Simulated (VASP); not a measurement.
Here is a VASP 6.6.1 calculation.

Contents of INCAR:

```
SYSTEM = GaSb2
PREC     = Accurate       ! precision mode
ENCUT    = 600            ! plane-wave cutoff, eV
EDIFF    = 1E-6           ! SCF threshold, eV
ISMEAR   = 0              ! smearing method
SIGMA    = 0.1            ! smearing width, eV
LREAL    = .False.        ! projectors in reciprocal space
LASPH    = .True.         ! aspherical terms in the spheres
NELM     = 80             ! most SCF steps
ALGO     = Normal         ! electronic algorithm
ISIF     = 3              ! what is computed and relaxed
LWAVE    = .False.        ! write WAVECAR
LCHARG   = .False.        ! write CHGCAR
GGA      = PE             ! functional
IBRION   = 2              ! ionic algorithm
NSW      = 100            ! ionic steps
EDIFFG   = -0.01          ! ionic threshold
```

Contents of KPOINTS:

```
regular mesh
0
Gamma
  12 12 10
  0 0 0
```

Contents of POSCAR:

```
GaSb2
1.0
    4.1774845846      0.0000000000      0.0000000000
   -2.0887422923      3.6178077742      0.0000000000
    0.0000000000      0.0000000000      5.2319159999
Ga Sb
1 2
Direct
    0.0000000000      0.0000000000      0.5000000000
    0.3333333333      0.6666666667      0.1809043858
    0.6666666667      0.3333333333      0.8190956142
```

Potentials or basis: VASP PAW PBE potentials, release 64 (Ga_d, Sb).

Run with:

```console
$ cat potpaw_PBE.64/Ga_d/POTCAR potpaw_PBE.64/Sb/POTCAR > POTCAR
$ mpirun -np 1 vasp_std > vasp.out
```

Task: What does it give for the relaxed cell?

Result: a = 4.213 Å, b = 4.213 Å, c = 5.140 Å, α = 90.00°, β = 90.00°, γ = 120.00°.

Task: Estimate the relaxed volume.

Result: 26.33 Å³/atom.

Step by step:
| step | energy change (eV) | largest force (eV/Å) | pressure (GPa) | volume (Å³) |
| --- | --- | --- | --- | --- |
| 1 | 0.0000 | 0.0438 | 0.05 | 79.07 |
| 2 | -0.0019 | 0.0380 | -0.04 | 79.17 |
| 3 | -0.0038 | 0.0267 | -0.18 | 79.35 |
| 4 | -0.0039 | 0.0238 | -0.16 | 79.40 |
| 5 | -0.0042 | 0.0286 | 0.06 | 78.95 |
| 6 | -0.0042 | 0.0281 | 0.04 | 78.99 |
| 7 | -0.0043 | 0.0133 | 0.07 | 78.97 |
| 8 | -0.0043 | 0.0026 | 0.06 | 78.95 |
| 9 | -0.0043 | 0.0046 | -0.08 | 79.13 |
| 10 | -0.0043 | 0.0007 | 0.04 | 79.00 |
